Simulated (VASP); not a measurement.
Here is a VASP 6.6.1 calculation.

INCAR

```
SYSTEM = La2ScAs3
PREC = Accurate
ENCUT = 520
EDIFF = 1E-6
ISMEAR = -1
SIGMA = 0.03
LREAL = .False.
LASPH = .True.
NELM = 80
ALGO = Normal
ISIF = 2
LWAVE = .False.
LCHARG = .False.
GGA = PS
NBANDS = 33
```

The input KPOINTS:

```
regular mesh
0
Gamma
  4 4 4
  0 0 0
```

The input POSCAR:

```
La2ScAs3
1.0
    3.4658101623      2.0009864315      3.6627577886
   -3.4658101623      2.0009864315      3.6627577886
    0.0000000000     -4.0019728591      3.6627577907
La Sc As
2 1 3
Direct
    0.6495687985      0.6495687985      0.6495687985
    0.3504312015      0.3504312015      0.3504312015
    0.0000000000      0.0000000000      0.0000000000
    0.0000000000      0.5000000000      0.0000000000
    0.5000000000      0.0000000000      0.0000000000
    0.0000000000      0.0000000000      0.5000000000
```

Potentials or basis: VASP PAW PBE potentials, release 64 (La, Sc_sv, As).

Run with:

```sh
$ cat potpaw_PBE.64/La/POTCAR potpaw_PBE.64/Sc_sv/POTCAR potpaw_PBE.64/As/POTCAR > POTCAR
$ mpirun -np 1 vasp_std > vasp.out
```

Problem. What does it give for the pressure?

Solution. 0.1 GPa.

Problem. Estimate the largest force.

Solution. 0.009 eV/Å.

Problem. What does it give for the band gap on the k mesh?

Solution. Zero (bands 24 and 25 overlap by 0.51 eV).

Forces in eV/Å, atoms in the order of the input:
```
La   0.000  0.000 -0.009
La   0.000  0.000  0.009
Sc   0.000  0.000  0.000
As   0.000  0.000  0.000
As   0.000  0.000  0.000
As   0.000  0.000  0.000
```

Caveat: the PAW data sets were made with another functional, which shifts forces and pressure a little; spin-orbit coupling is left out, which moves the levels of the heavy elements.
